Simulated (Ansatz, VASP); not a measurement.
**MgO: VASP beside Ansatz**

```xyz
4
Lattice="3.5341 0.0000 0.0000 -1.7671 3.0607 0.0000 0.0000 0.0000 4.0659" Properties=species:S:1:pos:R:3 pbc="T T T"
Mg    1.7671    1.0202    3.0494
Mg    0.0000    2.0404    1.0165
O     1.7671    1.0202    1.0165
O     0.0000    2.0404    3.0494
```

Alike in both runs: task single point; functional LDA; k mesh 12 × 12 × 6; occupations gaussian, width 0.05 eV; no spin polarisation.

```csv
,VASP,Ansatz
version,VASP 6.6.1,Ansatz 0.2.0
potentials or method,"VASP PAW LDA potentials, release 64 (Mg_sv, O), cutoff 750 eV","scalar-relativistic, plane waves, PAW"
valence electrons in the cell,32,32
```

Ansatz gave:

```
gap on the k mesh at the Fermi level (eV)                     : 3.39
least direct gap on the mesh (eV)                             : 3.39
pressure (GPa)                                                : -3.3
traceless stress, the component that is largest in VASP (GPa) : 4.80
```

Task: What did VASP give for the same quantities?

Result: gap on the k mesh at the Fermi level (eV): 3.39; least direct gap on the mesh (eV): 3.39; pressure (GPa): -3.2; traceless stress, the component that is largest in VASP (GPa): 5.00.

LDA's correlation is that of Perdew and Zunger in VASP and of Perdew and Wang (1992) in Ansatz.
